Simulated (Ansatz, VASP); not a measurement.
HgTe in VASP and in Ansatz

POSCAR

```
HgTe
1.0
    2.9326676400     -3.3975904200      0.0000000000
    2.9326676400      3.3975904200      0.0000000000
    0.0000000000      0.0000000000      5.7981570000
Hg Te
2 2
Direct
    0.3430500000      0.6569500000      0.7500000000
    0.6569500000      0.3430500000      0.2500000000
    0.7848090000      0.2151910000      0.7500000000
    0.2151910000      0.7848090000      0.2500000000
```

The input INCAR.step1:

```
SYSTEM = HgTe
PREC = Accurate
ENCUT = 520
ISMEAR = -1
SIGMA = 0.02
LREAL = .FALSE.
LASPH = .TRUE.
NELM = 60
NBANDS = 26
GGA = PE
ALGO = Normal
EDIFF = 1E-4
LWAVE = .TRUE.
LCHARG = .FALSE.
```

File INCAR.step2:

```
SYSTEM = HgTe
PREC = Accurate
ENCUT = 520
EDIFF = 1E-7
ISMEAR = -1
SIGMA = 0.02
LREAL = .FALSE.
LASPH = .TRUE.
NELM = 60
ALGO = Normal
ISIF = 2
LWAVE = .FALSE.
LCHARG = .FALSE.
METAGGA = R2SCAN
LMIXTAU = .TRUE.
IVDW = 13
VDW_S6 = 1.0
VDW_S8 = 0.6018749
VDW_A1 = 0.51559235
VDW_A2 = 5.77342911
NBANDS = 26
ISTART = 1
```

File KPOINTS:

```
regular mesh
0
G
  4 4 4
  0 0 0
```

Input for Ansatz:

```yaml
crystal:
  lattice:
    - [2.93266764, -3.3975904199999998, 0.0]
    - [2.93266764, 3.3975904199999998, 0.0]
    - [0.0, 0.0, 5.798157]
  atoms:
    - { symbol: Hg, position: [0.34305, 0.65695, 0.75] }
    - { symbol: Hg, position: [0.65695, 0.34305, 0.25] }
    - { symbol: Te, position: [0.784809, 0.215191, 0.75] }
    - { symbol: Te, position: [0.215191, 0.784809, 0.25] }
kpoints:
  mp_grid:
    grid: [4, 4, 4]
hamiltonian:
  xc: r2scan
  dispersion: d4
  pseudopotentials:
    kind: nc
scf:
  occupations:
    method: fermi_dirac
    width: 0.02
output:
  stress: true
```

Alike in both runs: task single point; functional r2SCAN; dispersion D4; k mesh 4 × 4 × 4; occupations fermi-dirac, width 0.02 eV; no spin polarisation.

```csv
,VASP,Ansatz
version,VASP 6.6.1,Ansatz 0.2.0
potentials or method,"VASP PAW PBE potentials, release 64 (Hg, Te)","plane waves, norm-conserving potentials"
plane-wave cutoff (eV),520,1230
valence electrons in the cell,36,72
```

|  | VASP | Ansatz | Ansatz less VASP |
| --- | --- | --- | --- |
| pressure (GPa) | 0.1 | -0.1 | -0.15 |
| traceless stress, the component that is largest in VASP (GPa) | -0.94 | -0.93 | +0.011 |

VASP's potentials were made for PBE, not for r2SCAN. VASP's potentials hold 36 valence electrons a cell and Ansatz's 72, so a difference there can come from the potentials and not from the codes.

Neither program's run includes spin-orbit coupling.
